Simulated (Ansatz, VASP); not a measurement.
Ti in VASP and in Ansatz

The input INCAR:

```
ALGO = Fast
EDIFF = 1E-6
ENCUT = 520
GGA = PS
ISIF = 2
ISMEAR = 0
LASPH = True
LCHARG = True
LELF = True
LREAL = False
LVHAR = True
LWAVE = False
NBANDS = 19
NELM = 100
PREC = Accurate
SIGMA = 0.15
```

File KPOINTS:

```
k-points
0
Gamma
  18 18 10
```

Contents of POSCAR:

```
Ti
1.0
   -1.6410000000      1.6410000000      1.6410000000
    1.6410000000     -1.6410000000      1.6410000000
    3.2820000000      3.2820000000      0.0000000000
Ti
2
Direct
   -0.0210063715      0.0210063715      0.0000000000
    0.5210063715      0.4789936285      0.5000000000
```

Input for Ansatz:

```yaml
crystal:
  lattice:
    - [-1.641, 1.641, 1.641]
    - [1.641, -1.641, 1.641]
    - [3.282, 3.282, 0.0]
  atoms:
    - { symbol: Ti, position: [-0.0210063715, 0.0210063715, 0.0] }
    - { symbol: Ti, position: [0.5210063715, 0.4789936285, 0.5] }
basis:
  ecutwfc: 420
kpoints:
  mp_grid: { grid: [18, 18, 10] }
hamiltonian:
  xc: pbesol
scf:
  occupations: { method: gaussian, width: 0.15 }
output:
  forces: true
  stress: true
  eigenvalues: true
```

Change from the starting cell: mode 1 (-158.0 1/cm) frozen in, largest displacement +0.098 Å.

Alike in both runs: task single point; functional PBEsol; k mesh 18 × 18 × 10; occupations gaussian, width 0.15 eV; no spin polarisation.

|  | VASP | Ansatz |
| --- | --- | --- |
| version | VASP 6.6.1 | Ansatz 0.2.0 |
| potentials or method | VASP PAW PBE potentials, release 64 (Ti_sv), cutoff 520 eV | scalar-relativistic, plane waves, PAW |
| valence electrons in the cell | 24 | 24 |

|  | VASP | Ansatz | Ansatz less VASP |
| --- | --- | --- | --- |
| gap on the k mesh at the Fermi level (eV) | none | none | - |
| pressure (GPa) | -6.8 | -6.6 | +0.20 |
| traceless stress, the component that is largest in VASP (GPa) | -0.99 | -1.00 | -0.004 |
| rms of the force components (eV/Å) | 0.164 | 0.164 | +0.0001 |

VASP's potentials were made for PBE, not for PBEsol. Atom by atom the forces differ by 0.000 eV/Å (rms over components). A gap of «none» marks a metal or a gap that the smearing closes. With one functional, cell and mesh, what is left measures potentials, basis and numerics.
